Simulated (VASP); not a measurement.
Input of a VASP 6.6.1 run:

The input INCAR:

```
PREC = Accurate ; ENCUT = 520
EDIFF = 1E-7 ; ISMEAR = -1
SIGMA = 0.06122561905347299 ; LREAL = False
LASPH = True ; NELM = 80
ALGO = Normal ; ISIF = 2
LWAVE = False ; LCHARG = False
GGA = PE ; NBANDS = 11
```

The input KPOINTS:

```
regular mesh
0
Gamma
  21 21 21
```

Contents of POSCAR:

```
Hf
1.0
    0.0000000000      2.2429137693      2.2429137693
    2.2429137693      0.0000000000      2.2429137693
    2.2429137693      2.2429137693      0.0000000000
Hf
1
Direct
    0.0000000000      0.0000000000      0.0000000000
```

Potentials or basis: VASP PAW PBE potentials, release 64 (Hf_pv).

Run with:

```sh
$ cat potpaw_PBE.64/Hf_pv/POTCAR > POTCAR
$ mpirun -np 1 vasp_std > vasp.out
```

Problem. Predict the pressure.

Solution. -0.5 GPa.

Problem. What does it give for the band gap on the k mesh?

Solution. Zero (band 5 reaches 6.08 eV, above the bottom of band 6 at 4.17 eV).

Caveat: spin-orbit coupling is left out, which moves the levels of the heavy elements.
